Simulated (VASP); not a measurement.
Set up this calculation in VASP 6.6.1, as the native input.

```yaml
Task: single point
Functional: PBE
Potentials_or_basis: VASP PAW PBE potentials, release 64 (Rh_pv)
Cutoff: 520 eV
k_mesh: 16 × 16 × 16
Occupations: gaussian, width 0.1 eV
Spin: no spin polarisation
Dipole_correction: no
Further_INCAR_settings: ALGO = Fast; EDIFF = 1e-07; NBANDS = 14
```

The structure of Rh lies in POSCAR:

```
Rh
1.0
   -0.0227615535      1.9532151135      1.9224100035
    1.9354736520     -0.0095838120      1.9092322620
    1.9414635345      1.9460272545     -0.0155736945
Rh
1
Direct
    0.0000000000      0.0000000000      0.0000000000
```

This cell differs from its parent crystal: the cell strained at random.

The input as run:

INCAR

```
ALGO = Fast
EDIFF = 1E-7
ENCUT = 520
GGA = PE
ISIF = 2
ISMEAR = 0
LASPH = True
LCHARG = True
LELF = True
LREAL = False
LVHAR = True
LWAVE = False
NBANDS = 14
NELM = 60
PREC = Accurate
SIGMA = 0.1
```

KPOINTS

```
k-points
0
Gamma
  16 16 16
```

Potentials or basis: VASP PAW PBE potentials, release 64 (Rh_pv).

Run with:

```bash
$ cat potpaw_PBE.64/Rh_pv/POTCAR > POTCAR
$ mpirun -np 1 vasp_std > vasp.out
```

It gave:

* Pressure: -9.7 GPa

Caveat: the cell differs from its parent crystal (the cell strained at random).

Wall time 4.8 min on 1 thread of Intel(R) Xeon(R) Platinum 8259CL CPU @ 2.50GHz (Skylake/Cascade Lake) (shared host), peak memory 0.46 GiB.
